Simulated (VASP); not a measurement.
# Au (P2_1/m) in VASP: single point with PBEsol

Aim: the single point of Au with PBEsol.

Everything below comes from runs of VASP 6.6.1. Logs are shortened: lines on timing, memory, paths and dates and some standing lists are left out, and cuts for length are marked.

### Step 1. The cell of the first run

Symmetry: P2_1/m, No. 11, monoclinic system. Conventional cell: a = 2.823 Å, b = 4.893 Å, c = 2.920 Å, α = 90.00°, β = 118.91°, γ = 90.00°. Au (site symmetry m) has 12 Au at 2.82 to 3.13 Å within 3.7 Å.

### Step 2. Single point, PBEsol (atom 1 (Au) moved by (-0.150, +0.300) A along x and y)

Input file INCAR:

```
SYSTEM = Au
  PREC = Accurate
  ENCUT = 520
  EDIFF = 1E-6
  ISMEAR = 0
  SIGMA = 0.15
  LREAL = .FALSE.
  LASPH = .TRUE.
  NELM = 100
  ALGO = Fast
  ISIF = 2
  LWAVE = .FALSE.
  LCHARG = .FALSE.
  GGA = PS
  NBANDS = 18
```

Input file KPOINTS:

```
regular mesh
0
G
  20 20 10
  0 0 0
```

Input file POSCAR:

```
Au
1.0
    1.4113099650     -2.5559330250      0.0000000000
    1.4113099650      2.5559330250      0.0000000000
    0.0000000000      0.0000000000      4.8931696100
Au
2
Direct
    0.5534988687      0.3402168963      0.2500000000
    0.3346720300      0.6653279700      0.7500000000
```

Potentials or basis: VASP PAW PBE potentials, release 64 (Au).

Launch:

```console
> cat potpaw_PBE.64/Au/POTCAR > POTCAR
> mpirun -np 1 vasp_std > vasp.out
```

OUTCAR:

```text
SYSTEM = Au
   PREC = Accurate
   ENCUT = 520
   EDIFF = 1E-6
   ISMEAR = 0
   LREAL = .FALSE.
   LASPH = .TRUE.
   NELM = 100
   ISIF = 2
   GGA = PS

 ion  position               nearest neighbor table
   1  0.553  0.340  0.250-   2 2.82   2 2.82   2 2.99   2 2.99   2 3.13   2 3.13
   2  0.335  0.665  0.750-   1 2.82   1 2.82   1 2.99   1 2.99   1 3.13   1 3.13

  LATTYP: Found a base centered orthorhombic cell.
 ALAT       =     2.8226199300
 B/A-ratio  =     1.8110359088
 C/A-ratio  =     1.7335559627

  Lattice vectors:

 A1 = (   1.4113099650,  -2.5559330250,   0.0000000000)
 A2 = (   1.4113099650,   2.5559330250,   0.0000000000)
 A3 = (   0.0000000000,   0.0000000000,   4.8931696100)

Analysis of symmetry for initial positions (statically):
=====================================================================
 Subroutine PRICEL returns:
 Original cell was already a primitive cell.

 Routine SETGRP: Setting up the symmetry group for a
 base centered orthorhombic supercell.

 Subroutine GETGRP returns: Found  4 space group operations
 (whereof  1 operations were pure point group operations)
 out of a pool of  8 trial point group operations.

The static configuration has the point symmetry C_1 .
 The point group associated with its full space group is C_2h.

Analysis of symmetry for dynamics (positions and initial velocities):
=====================================================================
 Subroutine PRICEL returns:
 Original cell was already a primitive cell.

 Routine SETGRP: Setting up the symmetry group for a
 base centered orthorhombic supercell.

 Subroutine GETGRP returns: Found  4 space group operations
 (whereof  1 operations were pure point group operations)
 out of a pool of  8 trial point group operations.

The dynamic configuration has the point symmetry C_1 .
 The point group associated with its full space group is C_2h.

 Subroutine INISYM returns: Found  4 space group operations
 (whereof  1 operations are pure point group operations),
 and found     1 'primitive' translations

----------------------------------------------------------------------------------------

                                     Primitive cell

  volume of cell :      35.3014

  direct lattice vectors                    reciprocal lattice vectors
     1.411309965 -2.555933025  0.000000000     0.354280783 -0.195623279  0.000000000
     1.411309965  2.555933025  0.000000000     0.354280783  0.195623279  0.000000000
     0.000000000  0.000000000  4.893169610     0.000000000  0.000000000  0.204366511

  length of vectors
     2.919689957  2.919689957  4.893169610     0.404701545  0.404701545  0.204366511

  position of ions in fractional coordinates (direct lattice)
     0.553498869  0.340216896  0.250000000
     0.334672030  0.665327970  0.750000000

  ion indices of the primitive-cell ions
   primitive index   ion index
                 1           1
                 2           2

----------------------------------------------------------------------------------------

 KPOINTS: regular mesh

Automatic generation of k-mesh.
 Grid dimensions read from file:
 generate k-points for:   20   20   10

 Generating k-lattice:

  Cartesian coordinates                     Fractional coordinates (reciprocal lattice)
     0.017714039 -0.009781164  0.000000000     0.050000000  0.000000000  0.000000000
     0.017714039  0.009781164  0.000000000     0.000000000  0.050000000  0.000000000
     0.000000000  0.000000000  0.020436651     0.000000000  0.000000000  0.100000000

  Length of vectors
     0.020235077  0.020235077  0.020436651

  Shift w.r.t. Gamma in fractional coordinates (k-lattice)
     0.000000000  0.000000000  0.000000000

 Subroutine IBZKPT returns following result:
 ===========================================

 Found   1212 irreducible k-points:

 Following reciprocal coordinates:
            Coordinates               Weight
  0.000000  0.000000  0.000000      1.000000
  0.050000 -0.000000  0.000000      2.000000
 -0.000000  0.050000  0.000000      2.000000
  0.100000 -0.000000  0.000000      2.000000
 -0.000000  0.100000  0.000000      2.000000
  0.150000  0.000000  0.000000      2.000000
[... 16 lines left out ...]
  0.100000  0.050000  0.000000      2.000000
  0.050000  0.100000  0.000000      2.000000
 [... further k-points ...]
   k-points           NKPTS =   1212   k-points in BZ     NKDIM =   1212   number of bands    NBANDS=     18
   number of dos      NEDOS =    301   number of ions     NIONS =      2
   total plane-waves  NPLWV =  20736
   dimension x,y,z NGX =    24 NGY =   24 NGZ =   36
   dimension x,y,z NGXF=    48 NGYF=   48 NGZF=   72
   ions per type =               2
   NGX,Y,Z   is equivalent  to a cutoff of  13.67, 13.67, 12.23 a.u.
   NGXF,Y,Z  is equivalent  to a cutoff of  27.33, 27.33, 24.46 a.u.
 SYSTEM =  Au
   PREC   = accura    normal or accurate (medium, high low for compatibility)
   ISTART =      0    job   : 0-new  1-cont  2-samecut
   ICHARG =      2    charge: 1-file 2-atom 10-const
   ISPIN  =      1    spin polarized calculation?
   LNONCOLLINEAR =      F non collinear calculations
   LSORBIT =      F    spin-orbit coupling
   LASPH  =      T    aspherical Exc in radial PAW
   ENCUT  =  520.0 eV  38.22 Ry    6.18 a.u.   5.43  5.43  9.10*2*pi/ulx,y,z
   NELM   =    100;   NELMIN=  2; NELMDL= -5     # of ELM steps
   EDIFF  = 0.1E-05   stopping-criterion for ELM
   LREAL  =      F    real-space projection
   EDIFFG = 0.1E-04   stopping-criterion for IOM
   NSW    =      0    number of steps for IOM
   IBRION =     -1    ionic relax: 0-MD 1-quasi-New 2-CG
   NFREE  =      0    steps in history (QN), initial steepest desc. (CG)
   ISIF   =      2    stress and relaxation
   ISYM   =      2    0-nonsym 1-usesym 2-fastsym
   POTIM  = 0.5000    time-step for ionic-motion
   TEBEG  =    0.0;   TEEND  =   0.0 temperature during run
   PSTRESS=    0.0 pullay stress
   NELECT =      22.0000    total number of electrons
   NUPDOWN=      -1.0000    fix difference up-down
   EMIN   =  10.00;   EMAX   =-10.00  energy-range for DOS
   EFERMI =   0.00;   METHOD = LEGACY
   ISMEAR =     0;   SIGMA  =   0.15  broadening in eV -4-tet -1-fermi 0-gaus
   EFERMI_NEDOS =   21; number of points for ismear=-14 and -15
   IALGO  =     68    algorithm
   IMIX   =      4    mixing-type and parameters
     AMIX     =   0.40;   BMIX     =  1.00
     AMIX_MAG =   1.60;   BMIX_MAG =  1.00
  volume/ion in A,a.u.               =      17.65       119.11
  Fermi-wavevector in a.u.,A,eV,Ry     =   1.398358  2.642513 26.604898  1.955405
  Thomas-Fermi vector in A             =   2.521524
   LORBIT       =      0    0 simple, 1 ext, 2 COOP (PROOUT), +10 PAW based schemes
   GGA     = PS    functional components
   LHFCALC =     F    Hartree Fock is set to
   AEXX    =    0.0000 exact exchange contribution
   IVDW    =     0    specifies the selected vdW correction
   LEPSILON=     F    determine dielectric tensor
   LRPA    =     F    only Hartree local field effects (RPA)
 non-spin polarized calculation
 RMM-DIIS sequential band-by-band and
 Gauss-broadening in eV      SIGMA  =   0.15
  energy-cutoff  :      520.00
  volume of cell :       35.30
 maximum number of plane-waves:       968
 NGX is ok and might be reduce to    24
   NGX = 11   NGY = 11   NGZ = 19

 number of electron      21.9999997 magnetization

 Free energy of the ion-electron system (eV)
  ---------------------------------------------------
  ext. energy  EPLUGINS =         0.00000000
  ---------------------------------------------------
  free energy    TOTEN  =        -7.78511998 eV

  energy without entropy =       -7.77705565  energy(sigma->0) =       -7.78108782

 E-fermi :   8.6610     XC(G=0): -12.6731

 val. band max:        8.6547482436   @ k =  -0.0000   0.2000  -0.2000
 cond. band min:       8.6622340219   @ k =   0.2500   0.5000  -0.3000
 fundamental gap:      0.0074857783
 Fermi energy:         8.6609993994

 k-point     1 :       0.0000    0.0000    0.0000
  band No.  band energies     occupation
      1      -0.8498      2.00000
      2       1.5858      2.00000
      3       3.6480      2.00000
      4       3.9610      2.00000
      5       4.5990      2.00000
      6       4.6831      2.00000
[... 10 lines left out ...]
     17      26.3844      0.00000
     18      28.2437      0.00000

 k-point     2 :       0.0500   -0.0000    0.0000
  band No.  band energies     occupation
      1      -0.7707      2.00000
      2       1.6511      2.00000
      3       3.6675      2.00000
      4       4.0096      2.00000
      5       4.6100      2.00000
      6       4.6832      2.00000
[... 10 lines left out ...]
     17      26.0213      0.00000
     18      28.1940      0.00000

 k-point     3 :      -0.0000    0.0500    0.0000
  band No.  band energies     occupation
      1      -0.7695      2.00000
      2       1.6549      2.00000
      3       3.6745      2.00000
      4       3.9999      2.00000
      5       4.5968      2.00000
      6       4.6789      2.00000
[... 10 lines left out ...]
     17      25.7636      0.00000
     18      28.0396      0.00000

 k-point     4 :       0.1000   -0.0000    0.0000
  band No.  band energies     occupation
      1      -0.5380      2.00000
      2       1.8360      2.00000
      3       3.7158      2.00000
      4       4.1482      2.00000
      5       4.5624      2.00000
      6       4.6930      2.00000
[... 10 lines left out ...]
     17      25.3122      0.00000
     18      27.6765      0.00000

 k-point     5 :      -0.0000    0.1000    0.0000
  band No.  band energies     occupation
      1      -0.5327      2.00000
      2       1.8534      2.00000
      3       3.7331      2.00000
      4       4.1043      2.00000
      5       4.5520      2.00000
      6       4.6706      2.00000
[... 10 lines left out ...]
     17      25.1219      0.00000
     18      27.3768      0.00000

 k-point     6 :       0.1500    0.0000    0.0000
  band No.  band energies     occupation
      1      -0.1675      2.00000
      2       2.1009      2.00000
      3       3.7648      2.00000
      4       4.3475      2.00000
      5       4.4761      2.00000
      6       4.5007      2.00000
[... 10 lines left out ...]
     17      24.8151      0.00000
     18      26.8741      0.00000

 k-point     7 :       0.0000    0.1500    0.0000
  band No.  band energies     occupation
      1      -0.1529      2.00000
      2       2.1493      2.00000
      3       3.7622      2.00000
      4       4.2219      2.00000
      5       4.4855      2.00000
      6       4.5035      2.00000
[... 10 lines left out ...]
     17      25.0048      0.00000
     18      26.4662      0.00000

 k-point     8 :       0.2000   -0.0000    0.0000
  band No.  band energies     occupation
      1       0.3082      2.00000
      2       2.3609      2.00000
      3       3.8164      2.00000
      4       3.9810      2.00000
      5       4.3547      2.00000
      6       4.6390      2.00000
[... 10 lines left out ...]
     17      24.8768      0.00000
     18      26.0164      0.00000
[... 229 lines left out ...]
     17      20.6305      0.00000
     18      23.8767      0.00000

 k-point    20 :       0.5000    0.0000    0.0000
  band No.  band energies     occupation
      1       1.8570      2.00000
      2       2.1444      2.00000
      3       2.3906      2.00000
      4       4.2043      2.00000
      5       4.6450      2.00000
      6       5.0453      2.00000
[... 10 lines left out ...]
     17      21.4673      0.00000
     18      23.3996      0.00000

 k-point    21 :       0.0000    0.5000    0.0000
  band No.  band energies     occupation
      1       2.1655      2.00000
      2       2.2622      2.00000
      3       2.6335      2.00000
      4       4.3777      2.00000
      5       4.5101      2.00000
      6       4.5740      2.00000
[... 10 lines left out ...]
     17      20.3461      0.00000
     18      23.9450      0.00000

 k-point    22 :       0.0500    0.0500    0.0000
  band No.  band energies     occupation
      1      -0.6081      2.00000
      2       1.7851      2.00000
      3       3.7449      2.00000
      4       4.1476      2.00000
      5       4.5685      2.00000
      6       4.6697      2.00000
[... 10 lines left out ...]
     17      25.0029      0.00000
     18      28.3200      0.00000

 k-point    23 :       0.1000    0.0500    0.0000
  band No.  band energies     occupation
      1      -0.3011      2.00000
      2       2.0171      2.00000
      3       3.8095      2.00000
      4       4.3884      2.00000
      5       4.4780      2.00000
      6       4.6004      2.00000
[... 10 lines left out ...]
     17      24.7488      0.00000
     18      27.4879      0.00000

 k-point    24 :       0.0500    0.1000    0.0000
  band No.  band energies     occupation
      1      -0.2962      2.00000
      2       2.0338      2.00000
      3       3.8087      2.00000
      4       4.2815      2.00000
      5       4.5800      2.00000
      6       4.5877      2.00000
[... 10 lines left out ...]
     17      24.8157      0.00000
     18      27.1968      0.00000

 [... further k-points ...]

------------------------ aborting loop because EDIFF is reached ----------------------------------------

  FORCE on cell =-STRESS in cart. coord.  units (eV):
  Direction    XX          YY          ZZ          XY          YZ          ZX
  --------------------------------------------------------------------------------------
  -------------------------------------------------------------------------------------
  Total       -0.9913386     -1.2371737     -0.9782761      0.0328252      0.0000000      0.0000000
  in kB      -44.9925353    -56.1499175    -44.3996842      1.4897949      0.0000000      0.0000000
  external PRESSURE =     -48.5140456 kB  Pullay stress =       0.0000000 kB

 VOLUME and BASIS-vectors are now :
 -----------------------------------------------------------------------------
  energy-cutoff  :      520.00
  volume of cell :       35.30
      direct lattice vectors                 reciprocal lattice vectors
     1.411309965 -2.555933025  0.000000000     0.354280783 -0.195623279  0.000000000
     1.411309965  2.555933025  0.000000000     0.354280783  0.195623279  0.000000000
     0.000000000  0.000000000  4.893169610     0.000000000  0.000000000  0.204366511

 POSITION                                       TOTAL-FORCE (eV/Angst)
 -----------------------------------------------------------------------------------
      1.26131     -0.54513      1.22329        -0.037101     -0.185810      0.000000
      1.41131      0.84513      3.66988         0.037101      0.185810     -0.000000
 -----------------------------------------------------------------------------------
    total drift:                               -0.000002     -0.000000      0.000000

  FREE ENERGIE OF THE ION-ELECTRON SYSTEM (eV)
  ---------------------------------------------------
  free  energy   TOTEN  =        -7.7851199833 eV

  energy  without entropy=       -7.7770556531  energy(sigma->0) =       -7.78108782
```

Run time: 16 min. Hardware: 1 thread of Oxide Virtual Turin-like, shared host; peak memory 0.64 GiB.

What came out:

```yaml
Free_energy: -7.7851 eV
Pressure: -4.9 GPa
Largest_force: 0.189 eV/Å
Band_gap_on_the_k_mesh: zero (bands 11 and 12 overlap by 6.29 eV)
```

Forces in eV/Å, atoms in the order of the input:
```
Au  -0.037 -0.186  0.000
Au   0.037  0.186  0.000
```

Caveat: the cell differs from its parent crystal (atom 1 (Au) moved by (-0.150, +0.300) A along x and y); the cell stands under tension; the PAW data sets were made with another functional, which shifts forces and pressure a little; spin-orbit coupling is left out, which moves the levels of the heavy elements.
